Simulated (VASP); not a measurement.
Write the native input for VASP 6.6.1 that does the following.

| Item | Value |
| --- | --- |
| Task | single point |
| Functional | PBE |
| Potentials or basis | VASP PAW PBE potentials, release 64 (Ti_sv, O) |
| Cutoff | 520 eV |
| k mesh | 4 × 4 × 6 |
| Occupations | gaussian, width 0.01 eV |
| Spin | no spin polarisation |
| Dipole correction | no |
| Further INCAR settings | ALGO = Normal; EDIFF = 1e-06; NBANDS = 33 |

The structure of TiO2 lies in POSCAR:

```
TiO2
1.0
    4.5968535149      0.0000000000      0.0000000000
    0.0000000000      4.5968535149      0.0000000000
    0.0000000000      0.0000000000      2.9534912563
Ti O
2 4
Direct
    0.0000000000      0.0000000000      0.0000000000
    0.5000000000      0.5000000000      0.5000000000
    0.3046432223      0.3046432223      0.0000000000
    0.1953567777      0.8046432223      0.5000000000
    0.8046432223      0.1953567777      0.5000000000
    0.6953567777      0.6953567777      0.0000000000
```

These files were run (other wordings do the same):

INCAR

```
  PREC = Accurate
  ENCUT = 520
  EDIFF = 1E-6
  ISMEAR = 0
  SIGMA = 0.01
  LREAL = False
  LASPH = True
  NELM = 80
  ALGO = Normal
  ISIF = 2
  LWAVE = False
  LCHARG = True
  GGA = PE
  LELF = True
  LVHAR = True
  NBANDS = 33
```

KPOINTS

```
regular mesh
0
Gamma
  4 4 6
```

Potentials or basis: VASP PAW PBE potentials, release 64 (Ti_sv, O).

The run is started by

```console
$ cat potpaw_PBE.64/Ti_sv/POTCAR potpaw_PBE.64/O/POTCAR > POTCAR
$ mpirun -np 1 vasp_std > vasp.out
```

It gave:

```yaml
Pressure: 5.9 GPa
Largest_force: 0.082 eV/Å
Band_gap_on_the_k_mesh: 1.86 eV
```

Caveat: the cell stands under pressure.

It took 45 s on 1 thread of AMD EPYC 7R13 Processor (Zen 3), with other jobs on the host, peak memory 0.16 GiB.
